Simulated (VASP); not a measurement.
# KF in VASP: a series of runs, part 2 of 3

VASP 6.6.1. The steps go on from the part before.

## 5. Single point, PBEsol (0.01, 0.01] A)

The input, INCAR:

```
ALGO = Normal
EDIFF = 1E-7
ENCUT = 520
GGA = PS
ISIF = 2
ISMEAR = 0
LASPH = T
LCHARG = F
LREAL = F
LWAVE = F
NBANDS = 15
NELM = 80
PREC = Accurate
SIGMA = 0.01
```

The input, KPOINTS:

```
k-points
0
Gamma
  8 8 8
```

The input, POSCAR:

```
KF
1.0
    0.0000000000      2.6541862235      2.6541862235
    2.6541862235      0.0000000000      2.6541862235
    2.6541862235      2.6541862235      0.0000000000
K F
1 1
Direct
    0.0018838166      0.0018838166      0.0018838166
    0.5000000000      0.5000000000      0.5000000000
```

Potentials or basis: VASP PAW PBE potentials, release 64 (K_sv, F).

Launch:

```sh
> cat potpaw_PBE.64/K_sv/POTCAR potpaw_PBE.64/F/POTCAR > POTCAR
> mpirun -np 1 vasp_std > vasp.out
```

OUTCAR:

```text
EDIFF = 1E-7
   ENCUT = 520
   GGA = PS
   ISIF = 2
   ISMEAR = 0
   LASPH = T
   LREAL = F
   NELM = 80
   PREC = Accurate

 ion  position               nearest neighbor table
   1  0.002  0.002  0.002-   2 2.64   2 2.64   2 2.64   2 2.66   2 2.66   2 2.66
   2  0.500  0.500  0.500-   1 2.64   1 2.64   1 2.64   1 2.66   1 2.66   1 2.66

  LATTYP: Found a face centered cubic cell.
 ALAT       =     5.3083724470

  Lattice vectors:

 A1 = (   0.0000000000,   2.6541862235,   2.6541862235)
 A2 = (   2.6541862235,   0.0000000000,   2.6541862235)
 A3 = (   2.6541862235,   2.6541862235,   0.0000000000)

Analysis of symmetry for initial positions (statically):
=====================================================================
 Subroutine PRICEL returns:
 Original cell was already a primitive cell.

 Routine SETGRP: Setting up the symmetry group for a
 face centered cubic supercell.

 Subroutine GETGRP returns: Found  6 space group operations
 (whereof  6 operations were pure point group operations)
 out of a pool of 48 trial point group operations.

The static configuration has the point symmetry C_3v.

Analysis of symmetry for dynamics (positions and initial velocities):
=====================================================================
 Subroutine PRICEL returns:
 Original cell was already a primitive cell.

 Routine SETGRP: Setting up the symmetry group for a
 face centered cubic supercell.

 Subroutine GETGRP returns: Found  6 space group operations
 (whereof  6 operations were pure point group operations)
 out of a pool of 48 trial point group operations.

The dynamic configuration has the point symmetry C_3v.

 Subroutine INISYM returns: Found  6 space group operations
 (whereof  6 operations are pure point group operations),
 and found     1 'primitive' translations

----------------------------------------------------------------------------------------

                                     Primitive cell

  volume of cell :      37.3959

  direct lattice vectors                    reciprocal lattice vectors
     0.000000000  2.654186223  2.654186223    -0.188381657  0.188381657  0.188381657
     2.654186223  0.000000000  2.654186223     0.188381657 -0.188381657  0.188381657
     2.654186223  2.654186223  0.000000000     0.188381657  0.188381657 -0.188381657

  length of vectors
     3.753586154  3.753586154  3.753586154     0.326286602  0.326286602  0.326286602

  position of ions in fractional coordinates (direct lattice)
     0.001883817  0.001883817  0.001883817
     0.500000000  0.500000000  0.500000000

  ion indices of the primitive-cell ions
   primitive index   ion index
                 1           1
                 2           2

----------------------------------------------------------------------------------------

 KPOINTS: k-points

Automatic generation of k-mesh.
 Grid dimensions read from file:
 generate k-points for:    8    8    8

 Generating k-lattice:

  Cartesian coordinates                     Fractional coordinates (reciprocal lattice)
    -0.023547707  0.023547707  0.023547707     0.125000000  0.000000000  0.000000000
     0.023547707 -0.023547707  0.023547707     0.000000000  0.125000000  0.000000000
     0.023547707  0.023547707 -0.023547707     0.000000000  0.000000000  0.125000000

  Length of vectors
[... 38 lines left out ...]
   number of dos      NEDOS =    301   number of ions     NIONS =      2
   total plane-waves  NPLWV =  21952
   dimension x,y,z NGX =    28 NGY =   28 NGZ =   28
   dimension x,y,z NGXF=    56 NGYF=   56 NGZF=   56
   ions per type =               1   1
   NGX,Y,Z   is equivalent  to a cutoff of  12.40, 12.40, 12.40 a.u.
   NGXF,Y,Z  is equivalent  to a cutoff of  24.80, 24.80, 24.80 a.u.
 SYSTEM =  unknown system
   PREC   = accura    normal or accurate (medium, high low for compatibility)
   ISTART =      0    job   : 0-new  1-cont  2-samecut
   ICHARG =      2    charge: 1-file 2-atom 10-const
   ISPIN  =      1    spin polarized calculation?
   LNONCOLLINEAR =      F non collinear calculations
   LSORBIT =      F    spin-orbit coupling
   LASPH  =      T    aspherical Exc in radial PAW
   ENCUT  =  520.0 eV  38.22 Ry    6.18 a.u.   6.98  6.98  6.98*2*pi/ulx,y,z
   NELM   =     80;   NELMIN=  2; NELMDL= -5     # of ELM steps
   EDIFF  = 0.1E-06   stopping-criterion for ELM
   LREAL  =      F    real-space projection
   EDIFFG = 0.1E-05   stopping-criterion for IOM
   NSW    =      0    number of steps for IOM
   IBRION =     -1    ionic relax: 0-MD 1-quasi-New 2-CG
   NFREE  =      0    steps in history (QN), initial steepest desc. (CG)
   ISIF   =      2    stress and relaxation
   ISYM   =      2    0-nonsym 1-usesym 2-fastsym
   POTIM  = 0.5000    time-step for ionic-motion
   TEBEG  =    0.0;   TEEND  =   0.0 temperature during run
   PSTRESS=    0.0 pullay stress
   NELECT =      16.0000    total number of electrons
   NUPDOWN=      -1.0000    fix difference up-down
   EMIN   =  10.00;   EMAX   =-10.00  energy-range for DOS
   EFERMI =   0.00;   METHOD = LEGACY
   ISMEAR =     0;   SIGMA  =   0.01  broadening in eV -4-tet -1-fermi 0-gaus
   EFERMI_NEDOS =   21; number of points for ismear=-14 and -15
   IALGO  =     38    algorithm
   IMIX   =      4    mixing-type and parameters
     AMIX     =   0.40;   BMIX     =  1.00
     AMIX_MAG =   1.60;   BMIX_MAG =  1.00
  volume/ion in A,a.u.               =      18.70       126.18
  Fermi-wavevector in a.u.,A,eV,Ry     =   1.233597  2.331161 20.704836  1.521762
  Thomas-Fermi vector in A             =   2.368321
   LORBIT       =      0    0 simple, 1 ext, 2 COOP (PROOUT), +10 PAW based schemes
   GGA     = PS    functional components
   LHFCALC =     F    Hartree Fock is set to
   AEXX    =    0.0000 exact exchange contribution
   IVDW    =     0    specifies the selected vdW correction
   LEPSILON=     F    determine dielectric tensor
   LRPA    =     F    only Hartree local field effects (RPA)
 non-spin polarized calculation
 Gauss-broadening in eV      SIGMA  =   0.01
  energy-cutoff  :      520.00
  volume of cell :       37.40
 maximum number of plane-waves:      1036
   NGX = 13   NGY = 13   NGZ = 13

 number of electron      16.0000011 magnetization

 Free energy of the ion-electron system (eV)
  ---------------------------------------------------
  ext. energy  EPLUGINS =         0.00000000
  ---------------------------------------------------
  free energy    TOTEN  =        -8.51983905 eV

  energy without entropy =       -8.51983905  energy(sigma->0) =       -8.51983905

 E-fermi :  -2.6939     XC(G=0):  -8.7053

 val. band max:       -2.8559717991   @ k =   0.0000   0.0000   0.0000
 cond. band min:       3.2737658046   @ k =   0.0000   0.0000   0.0000
 fundamental gap:      6.1297376037
 Fermi energy:        -2.6938740714

 k-point     1 :       0.0000    0.0000    0.0000
  band No.  band energies     occupation
      1     -28.7652      2.00000
      2     -21.3946      2.00000
      3     -12.0614      2.00000
      4     -12.0614      2.00000
      5     -12.0613      2.00000
      6      -2.8560      2.00000
      7      -2.8560      2.00000
      8      -2.8560      2.00000
      9       3.2738      0.00000
     10       7.8317      0.00000
     11       7.8317      0.00000
     12       7.8324      0.00000
     13       9.5343      0.00000
     14       9.5343      0.00000
[... 401 lines left out ...]
      2     -21.4597      2.00000
      3     -12.2552      2.00000
      4     -12.1698      2.00000
      5     -12.0712      2.00000
      6      -3.4520      2.00000
      7      -3.1553      2.00000
      8      -2.9895      2.00000
      9       5.4457      0.00000
     10       6.9960      0.00000
     11       8.8625      0.00000
     12       8.9583      0.00000
     13      10.3478      0.00000
     14      10.7075      0.00000
     15      15.4238      0.00000

 [... further k-points ...]

------------------------ aborting loop because EDIFF is reached ----------------------------------------

  FORCE on cell =-STRESS in cart. coord.  units (eV):
  Direction    XX          YY          ZZ          XY          YZ          ZX
  --------------------------------------------------------------------------------------
  -------------------------------------------------------------------------------------
  Total        0.0056592      0.0056592      0.0056592     -0.0002430     -0.0002430     -0.0002430
  in kB        0.2424627      0.2424627      0.2424627     -0.0104104     -0.0104104     -0.0104104
  external PRESSURE =       0.2424627 kB  Pullay stress =       0.0000000 kB

 VOLUME and BASIS-vectors are now :
 -----------------------------------------------------------------------------
  energy-cutoff  :      520.00
  volume of cell :       37.40
      direct lattice vectors                 reciprocal lattice vectors
     0.000000000  2.654186223  2.654186223    -0.188381657  0.188381657  0.188381657
     2.654186223  0.000000000  2.654186223     0.188381657 -0.188381657  0.188381657
     2.654186223  2.654186223  0.000000000     0.188381657  0.188381657 -0.188381657

 POSITION                                       TOTAL-FORCE (eV/Angst)
 -----------------------------------------------------------------------------------
      0.01000      0.01000      0.01000        -0.015787     -0.015787     -0.015787
      2.65419      2.65419      2.65419         0.015787      0.015787      0.015787
 -----------------------------------------------------------------------------------
    total drift:                               -0.000059     -0.000059     -0.000059

  FREE ENERGIE OF THE ION-ELECTRON SYSTEM (eV)
  ---------------------------------------------------
  free  energy   TOTEN  =        -8.5198390503 eV

  energy  without entropy=       -8.5198390503  energy(sigma->0) =       -8.51983905
```

It took 26 s on 1 thread of Intel Xeon Platinum 8488C (Sapphire Rapids), shared host; peak memory 0.17 GiB.

What came out:

```yaml
Free_energy: -8.5198 eV
Pressure: 0.0 GPa
Largest_force: 0.027 eV/Å
Band_gap_on_the_k_mesh: 6.13 eV
```

Forces on the atoms (eV/Å):
```
K   -0.016 -0.016 -0.016
F    0.016  0.016  0.016
```

Levels at points of the mesh, in eV from the valence-band top:
```csv
k point,band 4,band 5,band 6,band 7,band 8,band 9,band 10,band 11,band 12,band 13
"(0.00, 0.00, 0.00)",-9.21,-9.21,0.00,0.00,0.00,6.13,10.69,10.69,10.69,12.39
"(0.50, 0.00, 0.00)",-9.24,-9.24,-0.84,-0.37,-0.37,9.05,10.60,12.14,12.14,14.45
"(0.50, 0.50, 0.50)",-9.24,-9.24,-0.84,-0.37,-0.37,9.05,10.61,12.14,12.14,14.45
"(0.50, 0.50, 0.00)",-9.44,-9.44,-0.20,-0.05,-0.05,8.11,10.34,11.81,13.71,14.40
```

Caveat: the cell differs from its parent crystal (0.01, 0.01] A); the PAW data sets were made with another functional, which shifts forces and pressure a little. A k mesh can miss the band edges.

(Continued in part 3 of 3.)
